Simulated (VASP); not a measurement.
# Zn6CO6F2 in VASP: further runs, part 2 of 2

VASP 6.6.1. The steps go on from the part before.

**5. Single point, PBE**

The input, INCAR:

```
SYSTEM = Zn6CO6F2
PREC     = Accurate       ! precision mode
ENCUT    = 520            ! plane-wave cutoff, eV
EDIFF    = 1E-6           ! SCF threshold, eV
ISMEAR   = 0              ! smearing method
SIGMA    = 0.02           ! smearing width, eV
LREAL    = Auto         
LASPH    = .TRUE.         ! aspherical terms in the spheres
NELM     = 60             ! most SCF steps
ALGO     = Normal         ! electronic algorithm
ISIF     = 2              ! what is computed and relaxed
LWAVE    = .FALSE.        ! write WAVECAR
LCHARG   = .FALSE.        ! write CHGCAR
GGA      = PE             ! functional
NBANDS   = 76             ! bands
```

The input, KPOINTS:

```
regular mesh
0
G
  2 2 1
  0 0 0
```

The input, POSCAR:

```
Zn6CO6F2
1.0
    5.8041020000      0.0000000000      0.0000000000
   -2.9020510000      5.4880210000      0.0000000000
    0.0000000000      0.0000000000     17.5870760000
Zn O C F
6 6 1 2
Direct
    0.3333333908      0.0000000000      0.0568598782
    0.3418748262      0.4754690261      0.0835162707
    0.8872312699      0.0496947807      0.1236195261
    0.8825927574      0.5340427815      0.1427258858
    0.3402254722      0.0713889397      0.2099248903
    0.4400703019      0.6046957546      0.2358476759
    0.1632725812      0.6645588638      0.0702672235
    0.1425304864      0.1653783759      0.0360491989
    0.6611361929      0.6967954386      0.1445158934
    0.6308874823      0.1764408336      0.1364119880
    0.0790185879      0.7452801292      0.2422104732
    0.1888431122      0.2783285632      0.1941945893
    0.2074430653      0.6868031299      0.2979283196
    0.3173162419      0.8878757935      0.3476890075
    0.0258792377      0.4983863947      0.3404274252
```

On the command line:

```sh
$ cat potpaw_PBE.64/Zn/POTCAR potpaw_PBE.64/O/POTCAR potpaw_PBE.64/C/POTCAR potpaw_PBE.64/F/POTCAR > POTCAR
$ mpirun -np 1 vasp_std > vasp.out
```

It took 5.9 min on 1 thread of AMD EPYC 9R45 (Zen 5), shared host; peak memory 0.69 GiB.

It converged, with:

```
Free energy            : -65.8211 eV
Largest force          : 0.370 eV/Å
Band gap on the k mesh : 1.43 eV (least direct gap 1.62 eV)
```

Forces in eV/Å, atoms in the order of the input:
```
Zn  -0.071 -0.046 -0.023
Zn   0.056  0.010 -0.015
Zn   0.008 -0.021 -0.018
Zn   0.014 -0.022  0.037
Zn   0.021 -0.020  0.042
Zn  -0.004  0.022  0.048
O   -0.011 -0.003 -0.034
O   -0.055 -0.024 -0.124
O    0.012  0.026 -0.038
O    0.002  0.006 -0.005
O   -0.110 -0.016 -0.041
O   -0.075  0.025 -0.014
C    0.199 -0.013 -0.244
F    0.109  0.294  0.197
F   -0.094 -0.220  0.231
```

Levels at points of the mesh, in eV from the valence-band top:
```tsv
k point	band 60	band 61	band 62	band 63	band 64	band 65	band 66	band 67
(0.00, 0.00, 0.00)	-0.81	-0.63	-0.25	-0.19	1.43	3.54	4.30	4.65
(0.50, 0.00, 0.00)	-0.84	-0.61	-0.46	0.00	2.95	3.57	4.09	4.28
(0.50, 0.50, 0.00)	-1.08	-0.74	-0.50	-0.05	2.78	3.28	3.88	4.52
(0.00, 0.50, 0.00)	-0.80	-0.70	-0.53	-0.25	2.72	3.48	3.87	4.52
```

Caveat: the k points lie up to 0.61 Å⁻¹ apart.

**6. Single point, PBE**

The input, INCAR:

```
PREC     = Accurate       # precision mode
ENCUT    = 520            # plane-wave cutoff, eV
EDIFF    = 1E-7           # SCF threshold, eV
ISMEAR   = 0              # smearing method
SIGMA    = 0.02           # smearing width, eV
LREAL    = Auto         
LASPH    = T              # aspherical terms in the spheres
NELM     = 60             # most SCF steps
ALGO     = Normal         # electronic algorithm
ISIF     = 2              # what is computed and relaxed
LWAVE    = F              # write WAVECAR
LCHARG   = F              # write CHGCAR
GGA      = PE             # functional
NBANDS   = 76             # bands
```

The input, KPOINTS:

```
Automatic mesh
0
Gamma
  2 2 1
```

The input, POSCAR:

```
Zn6CO6F2
1.0
    5.8041020000      0.0000000000      0.0000000000
   -2.9020510000      5.4880210000      0.0000000000
    0.0000000000      0.0000000000     17.5870760000
Zn O C F
6 6 1 2
Direct
    0.3333333908      0.0000000000      0.0568599351
    0.3402830807      0.5015341596      0.1044671667
    0.9041937938      0.0619461915      0.1434386819
    0.8627685367      0.5503816403      0.1285840239
    0.3879781942      0.0848675688      0.2093386644
    0.4610515881      0.5882286165      0.2697466594
    0.1565325796      0.6624160148      0.0602197887
    0.1559623743      0.1839435381      0.0586673419
    0.6578367186      0.7142277699      0.1638102320
    0.6481292657      0.1864861669      0.1292553691
    0.1336075570      0.7313403137      0.2214931578
    0.2280577978      0.2824353260      0.2185428095
    0.0775958764      0.6251965873      0.2885129398
   -0.1311329040      0.7177131793      0.3254368151
   -0.1227028969      0.3835211272      0.2805473747
```

Potentials or basis: VASP PAW PBE potentials, release 64 (Zn, O, C, F).

On the command line:

```sh
$ cat potpaw_PBE.64/Zn/POTCAR potpaw_PBE.64/O/POTCAR potpaw_PBE.64/C/POTCAR potpaw_PBE.64/F/POTCAR > POTCAR
$ mpirun -np 1 vasp_std > vasp.out
```

Run time: 6.6 min. Hardware: 1 thread of AMD EPYC 9R45 (Zen 5), shared host; peak memory 0.69 GiB.

Results (log left out):

* Free energy: -64.3836 eV
* Largest force: 0.317 eV/Å
* Band gap on the k mesh: 1.42 eV (least direct gap 1.68 eV)

Forces in eV/Å, atoms in the order of the input:
```
Zn   0.067  0.053 -0.020
Zn   0.026  0.018  0.002
Zn   0.013  0.005  0.022
Zn  -0.009 -0.027  0.009
Zn   0.059 -0.043  0.036
Zn   0.011  0.033  0.056
O   -0.004 -0.046 -0.078
O   -0.041  0.007 -0.080
O   -0.018 -0.005  0.042
O   -0.001  0.017 -0.040
O   -0.006  0.062 -0.209
O   -0.094  0.038  0.022
C    0.144  0.129  0.251
F   -0.053  0.017  0.013
F   -0.094 -0.258 -0.024
```

Levels at points of the mesh, in eV from the valence-band top:
```csv
k point,band 59,band 60,band 61,band 62,band 63,band 64,band 65,band 66,band 67,band 68
"(0.00, 0.00, 0.00)",-1.06,-0.93,-0.65,-0.35,-0.26,1.42,3.06,3.92,4.30,4.58
"(0.50, 0.00, 0.00)",-1.13,-0.84,-0.72,-0.47,-0.02,1.96,3.27,3.64,4.00,4.44
"(0.50, 0.50, 0.00)",-1.31,-0.97,-0.85,-0.65,0.00,2.08,2.95,3.64,3.78,4.78
"(0.00, 0.50, 0.00)",-1.20,-0.99,-0.78,-0.74,-0.26,2.65,3.10,3.68,3.87,4.53
```

Caveat: the k points lie up to 0.61 Å⁻¹ apart.

**7. Overview**

```tsv
cell	gap on the mesh (eV)	largest force (eV/Å)
as given, atomic positions A	1.79	0.37
as given, atomic positions B	1.80	0.38
as given, atomic positions C	1.43	0.37
as given, atomic positions D	1.42	0.32
```

Alike in all rows: task single point; level PBE; potentials or basis VASP PAW PBE potentials, release 64 (Zn, O, C, F); no spin polarisation; k mesh 2 × 2 × 1; cutoff (eV) 520; smearing gaussian 0.02 eV.

Caveats: all runs use coarse meshes.

Absolute energies hang on the potentials; compare differences alone.
